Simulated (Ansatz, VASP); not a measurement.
# Two plane-wave programs on ZnS

File POSCAR:

```
ZnS
1.0
    0.0000000000      2.6136777993      2.6945131952
    2.6136777993      0.0000000000      2.6945131952
    2.6136777993      2.6136777993      0.0000000000
Zn S
1 1
Direct
    0.0000000000      0.0000000000      0.0000000000
    0.7500000000      0.7500000000      0.7500000000
```

Contents of INCAR.step1:

```
SYSTEM = ZnS
PREC     = Accurate       ! precision mode
ENCUT    = 520            ! plane-wave cutoff, eV
ISMEAR   = 0              ! smearing method
SIGMA    = 0.05           ! smearing width, eV
LREAL    = .FALSE.        ! projectors in reciprocal space
LASPH    = .TRUE.         ! aspherical terms in the spheres
NELM     = 60             ! most SCF steps
NBANDS   = 16             ! bands
GGA      = PE             ! functional
ALGO     = Normal         ! electronic algorithm
EDIFF    = 1E-4           ! SCF threshold, eV
LWAVE    = .TRUE.         ! write WAVECAR
LCHARG   = .FALSE.        ! write CHGCAR
```

Contents of INCAR.step2:

```
SYSTEM = ZnS
PREC     = Accurate       ! precision mode
ENCUT    = 520            ! plane-wave cutoff, eV
EDIFF    = 1E-6           ! SCF threshold, eV
ISMEAR   = 0              ! smearing method
SIGMA    = 0.05           ! smearing width, eV
LREAL    = .FALSE.        ! projectors in reciprocal space
LASPH    = .TRUE.         ! aspherical terms in the spheres
NELM     = 60             ! most SCF steps
ALGO     = Normal         ! electronic algorithm
ISIF     = 2              ! what is computed and relaxed
LWAVE    = .FALSE.        ! write WAVECAR
LCHARG   = .TRUE.         ! write CHGCAR
METAGGA  = R2SCAN         ! meta-GGA
LMIXTAU  = .TRUE.       
LELF     = .TRUE.         ! ELF
LVHAR    = .TRUE.       
NBANDS   = 16             ! bands
ISTART   = 1
```

Contents of KPOINTS:

```
regular mesh
0
G
  8 8 8
  0 0 0
```

Input for Ansatz:

```yaml
crystal:
  lattice:
    - [0.0, 2.6136777993, 2.6945131952]
    - [2.6136777993, 0.0, 2.6945131952]
    - [2.6136777993, 2.6136777993, 0.0]
  atoms:
    - { symbol: Zn, position: [0.0, 0.0, 0.0] }
    - { symbol: S, position: [0.75, 0.75, 0.75] }
basis:
  ecutwfc: 500
kpoints:
  mp_grid: { grid: [8, 8, 8] }
hamiltonian:
  xc: r2scan
scf:
  occupations: { method: gaussian, width: 0.05 }
output:
  forces: true
  stress: true
  eigenvalues: true
```

Change from the starting cell: strain -0.030 along x and y, +0.000 along z, atoms carried along.

Alike in both runs: task single point; functional r2SCAN; k mesh 8 × 8 × 8; occupations gaussian, width 0.05 eV; no spin polarisation.

|  | VASP | Ansatz |
| --- | --- | --- |
| version | VASP 6.6.1 | Ansatz 0.2.0 |
| potentials or method | VASP PAW PBE potentials, release 64 (Zn, S), cutoff 520 eV | scalar-relativistic, plane waves, PAW |
| valence electrons in the cell | 18 | 18 |

```csv
,VASP,Ansatz,Ansatz less VASP
gap on the k mesh at the Fermi level (eV),2.96,2.94,-0.016
least direct gap on the mesh (eV),2.96,2.94,-0.016
pressure (GPa),5.5,5.4,-0.04
"traceless stress, the component that is largest in VASP (GPa)",-0.90,-0.89,+0.009
```

VASP's potentials were made for PBE, not for r2SCAN.
